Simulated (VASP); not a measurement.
# ScAl3 (P4/mmm) in VASP: notebook

Runs on ScAl3. Level: PBEsol. Tasks: single point.

Everything below comes from runs of VASP 6.6.1. Logs are shortened: lines on timing, memory, paths and dates and some standing lists are left out, and cuts for length are marked.

## Step 1: The cell of the first run

The structure is tetragonal, space group P4/mmm (No. 123). The conventional cell has a = 4.234 Å, b = 4.234 Å, c = 4.071 Å, α = 90.00°, β = 90.00°, γ = 90.00°. Sc (site symmetry 4/mmm) has 12 Al at 2.94 to 2.99 Å within 3.9 Å. Al (site symmetry mmm) has 4 Sc at 2.94 Å and 8 Al at 2.94 to 2.99 Å within 3.9 Å. Within 3.9 Å of Al (site symmetry 4/mmm) lie 8 Al at 2.94 Å and 4 Sc at 2.99 Å.

## Step 2: Single point, PBEsol (strain +0.040 along x and y, +0.000 along z)

INCAR reads:

```
PREC = Accurate
ENCUT = 520
EDIFF = 1E-7
ISMEAR = 0
SIGMA = 0.15
LREAL = False
LASPH = True
NELM = 80
ALGO = Fast
ISIF = 2
LWAVE = False
LCHARG = True
GGA = PS
LELF = True
LVHAR = True
NBANDS = 18
```

KPOINTS reads:

```
Automatic mesh
0
Gamma
  12 12 12
```

POSCAR reads:

```
ScAl3
1.0
    4.2341505607      0.0000000000      0.0000000000
    0.0000000000      4.2341505607      0.0000000000
    0.0000000000      0.0000000000      4.0712986161
Sc Al
1 3
Direct
    0.0000000000      0.0000000000      0.0000000000
    0.5000000000      0.0000000000      0.5000000000
    0.0000000000      0.5000000000      0.5000000000
    0.5000000000      0.5000000000      0.0000000000
```

Potentials or basis: VASP PAW PBE potentials, release 64 (Sc_sv, Al).

The run is started by

```bash
$ cat potpaw_PBE.64/Sc_sv/POTCAR potpaw_PBE.64/Al/POTCAR > POTCAR
$ mpirun -np 1 vasp_std > vasp.out
```

OUTCAR:

```text
PREC = Accurate
   ENCUT = 520
   EDIFF = 1E-7
   ISMEAR = 0
   LREAL = False
   LASPH = True
   NELM = 80
   ISIF = 2
   GGA = PS

 ion  position               nearest neighbor table
   1  0.000  0.000  0.000-   2 2.94   3 2.94   2 2.94   3 2.94   3 2.94   3 2.94   2 2.94   2 2.94
                             4 2.99   4 2.99   4 2.99   4 2.99
   2  0.500  0.000  0.500-   1 2.94   4 2.94   1 2.94   4 2.94   4 2.94   4 2.94   1 2.94   1 2.94
                             3 2.99   3 2.99   3 2.99   3 2.99
   3  0.000  0.500  0.500-   1 2.94   4 2.94   1 2.94   4 2.94   1 2.94   1 2.94   4 2.94   4 2.94
                             2 2.99   2 2.99   2 2.99   2 2.99
   4  0.500  0.500  0.000-   2 2.94   3 2.94   2 2.94   3 2.94   2 2.94   2 2.94   3 2.94   3 2.94
                             1 2.99   1 2.99   1 2.99   1 2.99

  LATTYP: Found a simple tetragonal cell.
 ALAT       =     4.2341505607
 C/A-ratio  =     0.9615384615

  Lattice vectors:

 A1 = (   4.2341505607,   0.0000000000,   0.0000000000)
 A2 = (   0.0000000000,   4.2341505607,   0.0000000000)
 A3 = (   0.0000000000,   0.0000000000,   4.0712986161)

Analysis of symmetry for initial positions (statically):
=====================================================================
 Subroutine PRICEL returns:
 Original cell was already a primitive cell.

 Routine SETGRP: Setting up the symmetry group for a
 simple tetragonal supercell.

 Subroutine GETGRP returns: Found 16 space group operations
 (whereof 16 operations were pure point group operations)
 out of a pool of 16 trial point group operations.

The static configuration has the point symmetry D_4h.

Analysis of symmetry for dynamics (positions and initial velocities):
=====================================================================
 Subroutine PRICEL returns:
 Original cell was already a primitive cell.

 Routine SETGRP: Setting up the symmetry group for a
 simple tetragonal supercell.

 Subroutine GETGRP returns: Found 16 space group operations
 (whereof 16 operations were pure point group operations)
 out of a pool of 16 trial point group operations.

The dynamic configuration has the point symmetry D_4h.

 Subroutine INISYM returns: Found 16 space group operations
 (whereof 16 operations are pure point group operations),
 and found     1 'primitive' translations

----------------------------------------------------------------------------------------

                                     Primitive cell

  volume of cell :      72.9904

  direct lattice vectors                    reciprocal lattice vectors
     4.234150561  0.000000000  0.000000000     0.236174880  0.000000000  0.000000000
     0.000000000  4.234150561  0.000000000     0.000000000  0.236174880  0.000000000
     0.000000000  0.000000000  4.071298616     0.000000000  0.000000000  0.245621875

  length of vectors
     4.234150561  4.234150561  4.071298616     0.236174880  0.236174880  0.245621875

  position of ions in fractional coordinates (direct lattice)
     0.000000000  0.000000000  0.000000000
     0.500000000  0.000000000  0.500000000
     0.000000000  0.500000000  0.500000000
     0.500000000  0.500000000  0.000000000

  ion indices of the primitive-cell ions
   primitive index   ion index
                 1           1
                 2           2
                 3           3
                 4           4

----------------------------------------------------------------------------------------

 KPOINTS: Automatic mesh

Automatic generation of k-mesh.
 Grid dimensions read from file:
 generate k-points for:   12   12   12

 Generating k-lattice:

  Cartesian coordinates                     Fractional coordinates (reciprocal lattice)
     0.019681240  0.000000000  0.000000000     0.083333333  0.000000000  0.000000000
     0.000000000  0.019681240  0.000000000     0.000000000  0.083333333  0.000000000
     0.000000000  0.000000000  0.020468490     0.000000000  0.000000000  0.083333333

  Length of vectors
     0.019681240  0.019681240  0.020468490

  Shift w.r.t. Gamma in fractional coordinates (k-lattice)
     0.000000000  0.000000000  0.000000000

 Subroutine IBZKPT returns following result:
 ===========================================

 Found    196 irreducible k-points:

 Following reciprocal coordinates:
            Coordinates               Weight
  0.000000  0.000000  0.000000      1.000000
  0.083333  0.000000  0.000000      4.000000
  0.166667  0.000000  0.000000      4.000000
  0.250000  0.000000  0.000000      4.000000
  0.333333  0.000000  0.000000      4.000000
  0.416667  0.000000  0.000000      4.000000
[... 16 lines left out ...]
  0.333333  0.333333  0.000000      4.000000
  0.416667  0.333333  0.000000      8.000000
 [... further k-points ...]
   k-points           NKPTS =    196   k-points in BZ     NKDIM =    196   number of bands    NBANDS=     18
   number of dos      NEDOS =    301   number of ions     NIONS =      4
   total plane-waves  NPLWV =  30720
   dimension x,y,z NGX =    32 NGY =   32 NGZ =   30
   dimension x,y,z NGXF=    64 NGYF=   64 NGZF=   60
   ions per type =               1   3
   NGX,Y,Z   is equivalent  to a cutoff of  12.56, 12.56, 12.25 a.u.
   NGXF,Y,Z  is equivalent  to a cutoff of  25.13, 25.13, 24.50 a.u.
 SYSTEM =  unknown system
   PREC   = accura    normal or accurate (medium, high low for compatibility)
   ISTART =      0    job   : 0-new  1-cont  2-samecut
   ICHARG =      2    charge: 1-file 2-atom 10-const
   ISPIN  =      1    spin polarized calculation?
   LNONCOLLINEAR =      F non collinear calculations
   LSORBIT =      F    spin-orbit coupling
   LASPH  =      T    aspherical Exc in radial PAW
   ENCUT  =  520.0 eV  38.22 Ry    6.18 a.u.   7.87  7.87  7.57*2*pi/ulx,y,z
   NELM   =     80;   NELMIN=  2; NELMDL= -5     # of ELM steps
   EDIFF  = 0.1E-06   stopping-criterion for ELM
   LREAL  =      F    real-space projection
   EDIFFG = 0.1E-05   stopping-criterion for IOM
   NSW    =      0    number of steps for IOM
   IBRION =     -1    ionic relax: 0-MD 1-quasi-New 2-CG
   NFREE  =      0    steps in history (QN), initial steepest desc. (CG)
   ISIF   =      2    stress and relaxation
   ISYM   =      2    0-nonsym 1-usesym 2-fastsym
   POTIM  = 0.5000    time-step for ionic-motion
   TEBEG  =    0.0;   TEEND  =   0.0 temperature during run
   PSTRESS=    0.0 pullay stress
   NELECT =      20.0000    total number of electrons
   NUPDOWN=      -1.0000    fix difference up-down
   EMIN   =  10.00;   EMAX   =-10.00  energy-range for DOS
   EFERMI =   0.00;   METHOD = LEGACY
   ISMEAR =     0;   SIGMA  =   0.15  broadening in eV -4-tet -1-fermi 0-gaus
   EFERMI_NEDOS =   21; number of points for ismear=-14 and -15
   IALGO  =     68    algorithm
   IMIX   =      4    mixing-type and parameters
     AMIX     =   0.40;   BMIX     =  1.00
     AMIX_MAG =   1.60;   BMIX_MAG =  1.00
  volume/ion in A,a.u.               =      18.25       123.14
  Fermi-wavevector in a.u.,A,eV,Ry     =   1.063318  2.009379 15.383348  1.130644
  Thomas-Fermi vector in A             =   2.198798
   LORBIT       =      0    0 simple, 1 ext, 2 COOP (PROOUT), +10 PAW based schemes
   GGA     = PS    functional components
   LHFCALC =     F    Hartree Fock is set to
   AEXX    =    0.0000 exact exchange contribution
   IVDW    =     0    specifies the selected vdW correction
   LEPSILON=     F    determine dielectric tensor
   LRPA    =     F    only Hartree local field effects (RPA)
 non-spin polarized calculation
 RMM-DIIS sequential band-by-band and
 Gauss-broadening in eV      SIGMA  =   0.15
  energy-cutoff  :      520.00
  volume of cell :       72.99
 maximum number of plane-waves:      2000
 NGX is ok and might be reduce to    32
   NGX = 15   NGY = 15   NGZ = 15

 number of electron      20.0000002 magnetization

 Free energy of the ion-electron system (eV)
  ---------------------------------------------------
  ext. energy  EPLUGINS =         0.00000000
  ---------------------------------------------------
  free energy    TOTEN  =       -20.63763592 eV

  energy without entropy =      -20.62106670  energy(sigma->0) =      -20.62935131

 E-fermi :   6.6212     XC(G=0): -10.2426

 val. band max:        6.6195917166   @ k =   0.2500   0.0000   0.0833
 cond. band min:       6.6333570235   @ k =   0.5000   0.0833   0.5000
 fundamental gap:      0.0137653069
 Fermi energy:         6.6212054689

 k-point     1 :       0.0000    0.0000    0.0000
  band No.  band energies     occupation
      1     -42.3616      2.00000
      2     -21.1435      2.00000
      3     -21.1435      2.00000
      4     -21.1176      2.00000
      5      -3.0569      2.00000
      6       3.8617      2.00000
[... 10 lines left out ...]
     17      11.5443      0.00000
     18      11.6991      0.00000

 k-point     2 :       0.0833    0.0000    0.0000
  band No.  band energies     occupation
      1     -42.3615      2.00000
      2     -21.1449      2.00000
      3     -21.1434      2.00000
      4     -21.1175      2.00000
      5      -2.9977      2.00000
      6       3.3406      2.00000
[... 10 lines left out ...]
     17      11.5585      0.00000
     18      11.7700      0.00000

 k-point     3 :       0.1667    0.0000    0.0000
  band No.  band energies     occupation
      1     -42.3614      2.00000
      2     -21.1488      2.00000
      3     -21.1431      2.00000
      4     -21.1172      2.00000
      5      -2.8212      2.00000
      6       2.4433      2.00000
[... 10 lines left out ...]
     17      11.4759      0.00000
     18      11.7273      0.00000

 k-point     4 :       0.2500    0.0000    0.0000
  band No.  band energies     occupation
      1     -42.3612      2.00000
      2     -21.1541      2.00000
      3     -21.1427      2.00000
      4     -21.1168      2.00000
      5      -2.5313      2.00000
      6       1.5289      2.00000
[... 375 lines left out ...]
      4     -21.1153      2.00000
      5      -0.9059      2.00000
      6       0.0060      2.00000
[... 10 lines left out ...]
     17      11.4169      0.00000
     18      11.6694      0.00000

 k-point    23 :       0.3333    0.3333    0.0000
  band No.  band energies     occupation
      1     -42.3605      2.00000
      2     -21.1578      2.00000
      3     -21.1574      2.00000
      4     -21.1153      2.00000
      5      -1.2814      2.00000
      6       1.3635      2.00000
[... 10 lines left out ...]
     17      10.8064      0.00000
     18      12.3060      0.00000

 k-point    24 :       0.4167    0.3333    0.0000
  band No.  band energies     occupation
      1     -42.3603      2.00000
      2     -21.1613      2.00000
      3     -21.1571      2.00000
      4     -21.1150      2.00000
      5      -0.8570      2.00000
      6       0.7437      2.00000
[... 10 lines left out ...]
     17      10.8926      0.00000
     18      12.1936      0.00000

 [... further k-points ...]

------------------------ aborting loop because EDIFF is reached ----------------------------------------

  FORCE on cell =-STRESS in cart. coord.  units (eV):
  Direction    XX          YY          ZZ          XY          YZ          ZX
  --------------------------------------------------------------------------------------
  -------------------------------------------------------------------------------------
  Total       -3.3820545     -3.3820545     -1.2828574      0.0000000      0.0000000      0.0000000
  in kB      -74.2378927    -74.2378927    -28.1594020      0.0000000      0.0000000      0.0000000
  external PRESSURE =     -58.8783958 kB  Pullay stress =       0.0000000 kB

 VOLUME and BASIS-vectors are now :
 -----------------------------------------------------------------------------
  energy-cutoff  :      520.00
  volume of cell :       72.99
      direct lattice vectors                 reciprocal lattice vectors
     4.234150561  0.000000000  0.000000000     0.236174880  0.000000000  0.000000000
     0.000000000  4.234150561  0.000000000     0.000000000  0.236174880  0.000000000
     0.000000000  0.000000000  4.071298616     0.000000000  0.000000000  0.245621875

 POSITION                                       TOTAL-FORCE (eV/Angst)
 -----------------------------------------------------------------------------------
      0.00000      0.00000      0.00000         0.000000      0.000000      0.000000
      2.11708      0.00000      2.03565         0.000000      0.000000      0.000000
      0.00000      2.11708      2.03565         0.000000      0.000000      0.000000
      2.11708      2.11708      0.00000         0.000000      0.000000      0.000000
 -----------------------------------------------------------------------------------
    total drift:                               -0.000000      0.000000      0.000000

  FREE ENERGIE OF THE ION-ELECTRON SYSTEM (eV)
  ---------------------------------------------------
  free  energy   TOTEN  =       -20.6376359177 eV

  energy  without entropy=      -20.6210666976  energy(sigma->0) =      -20.62935131
```

Wall time 3 min (1 thread of Intel Xeon Platinum 8488C (Sapphire Rapids), shared host); peak memory 0.35 GiB.

What came out:

```yaml
Free_energy: -20.6376 eV
Pressure: -5.9 GPa
Band_gap_on_the_k_mesh: zero (bands 10 and 11 overlap by 3.48 eV)
```

Caveat: the cell differs from its parent crystal (strain +0.040 along x and y, +0.000 along z); the cell stands under tension; the PAW data sets were made with another functional, which shifts forces and pressure a little.

[end of part 1 of 2]
